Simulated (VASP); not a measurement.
# W: single point with r2SCAN

Crystal: W.

```
CELL_PARAMETERS angstrom
-1.72508 1.72508 1.66119
1.72508 -1.72508 1.66119
1.72508 1.72508 -1.66119
ATOMIC_POSITIONS crystal
W 0.00000 0.00000 0.00000
```

This cell differs from its parent crystal: strain +0.080 along x and y, +0.040 along z.

```yaml
Program: VASP 6.6.1
Task: single point
Functional: r2SCAN
Potentials_or_basis: VASP PAW PBE potentials, release 64 (W_sv)
Cutoff: 520 eV
k_mesh: 14 × 14 × 14
Occupations: gaussian, width 0.15 eV
Spin: no spin polarisation
Dipole_correction: no
Further_INCAR_settings: ALGO = Normal; EDIFF = 1e-06; NBANDS = 13
```

- Pressure: -43.3 GPa
- Band gap on the k mesh: zero (band 7 reaches 12.18 eV, above the bottom of band 8 at 7.44 eV)

Stress tensor (GPa, compression positive):
```
-45.88   0.00   0.00
  0.00 -45.88   0.00
  0.00   0.00 -38.22
```

Levels at points of the mesh, in eV from the Fermi level:
| k point | band 3 | band 4 | band 5 | band 6 | band 7 | band 8 | band 9 | band 10 | band 11 | band 12 |
| --- | --- | --- | --- | --- | --- | --- | --- | --- | --- | --- |
| (0.00, 0.00, 0.00) | -39.58 | -39.56 | -8.86 | -1.26 | -0.84 | -0.84 | 1.77 | 2.29 | 14.48 | 14.48 |
| (0.50, 0.00, 0.00) | -39.80 | -39.58 | -5.20 | -2.94 | 0.10 | 1.88 | 2.75 | 4.54 | 8.48 | 11.37 |
| (0.50, 0.50, 0.00) | -39.76 | -39.57 | -5.26 | -2.51 | -0.15 | 1.44 | 2.43 | 4.48 | 8.23 | 11.68 |
| (0.50, 0.50, 0.50) | -40.06 | -39.99 | -4.41 | -4.35 | 3.82 | 3.82 | 3.92 | 6.61 | 6.61 | 7.64 |

Run time: 96 s on 1 thread of Intel(R) Xeon(R) Platinum 8375C CPU @ 2.90GHz (Ice Lake), on a shared host, peak memory 0.19 GiB.

Caveat: the cell differs from its parent crystal (strain +0.080 along x and y, +0.040 along z); the PAW data sets were made with another functional, which shifts forces and pressure a little; spin-orbit coupling is left out, which moves the levels of the heavy elements.
